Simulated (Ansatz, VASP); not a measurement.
**Two plane-wave programs on Cd3AgF**

```
Cd Ag F
1.0
     3.86260   -2.92916    0.00000
     3.86260    2.92916    0.00000
     0.00000    0.00000    4.94679
Cd Ag F
3 1 1
Direct
  0.31332 0.31332 0.50000
  0.68668 0.68668 0.50000
  0.00000 0.00000 0.00000
  0.50000 0.50000 0.00000
  0.00000 0.00000 0.50000
```

Alike in both runs: functional PBE; k mesh 4 × 4 × 4; occupations gaussian, width 0.1 eV; no spin polarisation.

Ansatz relaxed the structure, and its values are those at the end. VASP's run is a single point on that final structure, the one shown.

|  | VASP | Ansatz |
| --- | --- | --- |
| version | VASP 6.6.1 | Ansatz 0.2.0 |
| potentials or method | VASP PAW PBE potentials, release 64 (Cd, Ag, F), cutoff 520 eV | scalar-relativistic, plane waves, PAW |
| valence electrons in the cell | 54 | 86 |

Ansatz gave:

| Property | Result |
| --- | --- |
| gap on the k mesh at the Fermi level (eV) | none |
| pressure (GPa) | 0.0 |
| rms of the force components (eV/Å) | 0.003 |

Estimate VASP's values.

gap on the k mesh at the Fermi level (eV): none; pressure (GPa): 0.2; rms of the force components (eV/Å): 0.005.

A gap of «none» marks a metal or a gap that the smearing closes. VASP's potentials hold 54 valence electrons a cell and Ansatz's 86, so a difference there can come from the potentials and not from the codes.
